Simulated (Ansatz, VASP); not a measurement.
**One calculation of AlN, two programs**

```xyz
8
Lattice="-3.1067 0.0000 0.0000 -1.5533 -2.6905 0.0000 0.0000 0.0000 9.8068" Properties=species:S:1:pos:R:3 pbc="T T T"
Al   -1.5533   -0.8968    6.5177
Al   -1.5533   -0.8968    1.5393
Al   -3.1067   -1.7936    9.0069
Al   -3.1067   -1.7936    4.0285
N    -1.5533   -0.8968    8.4175
N    -1.5533   -0.8968    3.4391
N    -3.1067   -1.7936    0.9499
N    -3.1067   -1.7936    5.9283
```

Alike in both runs: task single point; functional r2SCAN; k mesh 8 × 8 × 3; occupations gaussian, width 0.05 eV; no spin polarisation.

|  | VASP | Ansatz |
| --- | --- | --- |
| version | VASP 6.6.1 | Ansatz 0.2.0 |
| potentials or method | VASP PAW PBE potentials, release 64 (Al, N), cutoff 520 eV | scalar-relativistic, plane waves, PAW |
| valence electrons in the cell | 32 | 32 |

VASP gave:

- gap on the k mesh at the Fermi level (eV): 5.03
- least direct gap on the mesh (eV): 5.03
- pressure (GPa): 3.7
- traceless stress, the component that is largest in VASP (GPa): 6.62
- rms of the force components (eV/Å): 0.814

Estimate Ansatz's values.

gap on the k mesh at the Fermi level (eV): 4.99; least direct gap on the mesh (eV): 4.99; pressure (GPa): 4.0; traceless stress, the component that is largest in VASP (GPa): 6.50; rms of the force components (eV/Å): 0.806.

VASP's potentials were made for PBE, not for r2SCAN. Atom by atom the forces differ by 0.009 eV/Å (rms over components).
